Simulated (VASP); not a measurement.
Here is a VASP 6.6.1 calculation.

INCAR

```
ALGO = Normal ; EDIFF = 1E-7
EDIFFG = -0.04 ; ENCUT = 600
GGA = PE ; IBRION = 2
ISIF = 3 ; ISMEAR = 0
LASPH = T ; LCHARG = F
LREAL = F ; LWAVE = F
NELM = 80 ; NSW = 90
PREC = Accurate ; SIGMA = 0.1
```

File KPOINTS:

```
k-points
0
Gamma
  6 6 4
```

Contents of POSCAR:

```
Ga4O
1.0
    4.8886263400      0.0000000000      0.0000000000
   -2.4443131700      4.2336746000      0.0000000000
    0.0000000000      0.0000000000      4.4795834000
Ga O
4 1
Direct
    0.3333333300      0.6666666700      0.7816249600
    0.3333333300      0.6666666700      0.2183750400
    0.6666666700      0.3333333300      0.2183750400
    0.6666666700      0.3333333300      0.7816249600
    0.0000000000      0.0000000000      0.0000000000
```

Potentials or basis: VASP PAW PBE potentials, release 64 (Ga_d, O).

The run is started by

```sh
$ cat potpaw_PBE.64/Ga_d/POTCAR potpaw_PBE.64/O/POTCAR > POTCAR
$ mpirun -np 1 vasp_std > vasp.out
```

Problem. What does it give for the space group after relaxing (to 0.1 Å)?

Solution. P6/mmm (No. 191).

Problem. Predict the relaxed volume.

Solution. 18.86 Å³/atom.

Final structure:
```xyz
5
Lattice="4.4331 0.0000 0.0000 -2.2166 3.8392 0.0000 0.0000 0.0000 5.5401" Properties=species:S:1:pos:R:3 pbc="T T T"
Ga    0.0000    2.5595    4.1462
Ga    0.0000    2.5595    1.3940
Ga    2.2166    1.2797    1.3940
Ga    2.2166    1.2797    4.1462
O     0.0000    0.0000    0.0000
```

Caveat: a cell axis changed by over 15 % at a fixed basis, so the end point is rough.
